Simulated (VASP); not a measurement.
Input of a VASP 6.6.1 run:

Contents of INCAR:

```
SYSTEM = ZrB2
  PREC = Accurate
  ENCUT = 600
  EDIFF = 1E-6
  ISMEAR = 0
  SIGMA = 0.05
  LREAL = .FALSE.
  LASPH = .TRUE.
  NELM = 100
  ALGO = Normal
  ISIF = 4
  LWAVE = .FALSE.
  LCHARG = .FALSE.
  GGA = PS
  IVDW = 12
  IBRION = 2
  NSW = 60
  EDIFFG = -0.01
```

File KPOINTS:

```
regular mesh
0
G
  8 8 8
  0 0 0
```

File POSCAR:

```
ZrB2
1.0
    3.1537478226      0.0000000000      0.0000000000
   -1.5768739113      2.7312257315      0.0000000000
    0.0000000000      0.0000000000      3.4925264089
Zr B
1 2
Direct
    0.0000000000      0.0000000000      0.0000000000
    0.3333333333      0.6666666667      0.5000000000
    0.6666666667      0.3333333333      0.5000000000
```

Potentials or basis: VASP PAW PBE potentials, release 64 (Zr_sv, B).

The run is started by

```console
$ cat potpaw_PBE.64/Zr_sv/POTCAR potpaw_PBE.64/B/POTCAR > POTCAR
$ mpirun -np 1 vasp_std > vasp.out
```

Question: What does it give for the dispersion energy per atom?

Answer: -0.373 eV.

Question: What does it give for the band gap on the k mesh?

Answer: Zero (band 9 reaches 11.19 eV, above the bottom of band 10 at 10.61 eV).

Final structure:
```
Zr B
1.0
     3.15256    0.00000    0.00000
    -1.57628    2.73019    0.00000
     0.00000    0.00000    3.49516
Zr B
1 2
Direct
  0.00000 0.00000 0.00000
  0.33333 0.66667 0.50000
  0.66667 0.33333 0.50000
```
